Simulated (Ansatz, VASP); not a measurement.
Two plane-wave programs on Al4H

```
Al H
1.0
     2.64328    1.52610    4.44259
    -2.64328    1.52610    4.44259
     0.00000   -3.05220    4.44259
Al H
4 1
Cartesian
  0.0000 1.5261 4.4426
  -1.3216 -0.7631 4.4426
  1.3216 -0.7631 4.4426
  0.0000 0.0000 6.6639
  0.0000 0.0000 0.0000
```

Alike in both runs: functional PBE; k mesh 6 × 6 × 6; occupations gaussian, width 0.1 eV; no spin polarisation.

Ansatz relaxed the structure, and its values are those at the end. VASP's run is a single point on that final structure, the one shown.

|  | VASP | Ansatz |
| --- | --- | --- |
| version | VASP 6.6.1 | Ansatz 0.2.0 |
| potentials or method | VASP PAW PBE potentials, release 64 (Al, H), cutoff 520 eV | scalar-relativistic, plane waves, PAW |
| valence electrons in the cell | 13 | 13 |

|  | VASP | Ansatz | Ansatz less VASP |
| --- | --- | --- | --- |
| gap on the k mesh at the Fermi level (eV) | none | none | - |
| pressure (GPa) | 0.0 | 0.0 | +0.04 |

A gap of «none» marks a metal or a gap that the smearing closes. With one functional, cell and mesh, what is left measures potentials, basis and numerics.
